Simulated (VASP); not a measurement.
Runs of VASP 6.6.1 on NaCl. The structure is that of space group Fm-3m (No. 225), or close to it. The cells are those of the table. 

```csv
cell,gap on the mesh (eV),pressure (GPa)
"a = 4.246, b = 4.246, c = 4.165 Å, angles 60.6, 60.6, 58.7°, 2 atoms",(b),-2.4
"a = 4.165 Å, angles 60.0°, 2 atoms",(a),-1.9
"a = 3.925, b = 3.925, c = 3.845 Å, angles 60.7, 60.7, 58.6°, 2 atoms",(c),3.0
"a = 3.684 Å, angles 60.0°, 2 atoms",6.20,11.8
```

Alike in all rows: task single point; level PBE; potentials or basis VASP PAW PBE potentials, release 64 (Na_pv, Cl); no spin polarisation; k mesh 8 × 8 × 8; cutoff (eV) 520; smearing gaussian 0.05 eV.

Question: Fill in the values left out.

Answer: (a) 4.65; (b) 4.51; (c) 5.37.

Caveats: the cell stands under pressure (at least some runs).

A k mesh can miss the band edges.
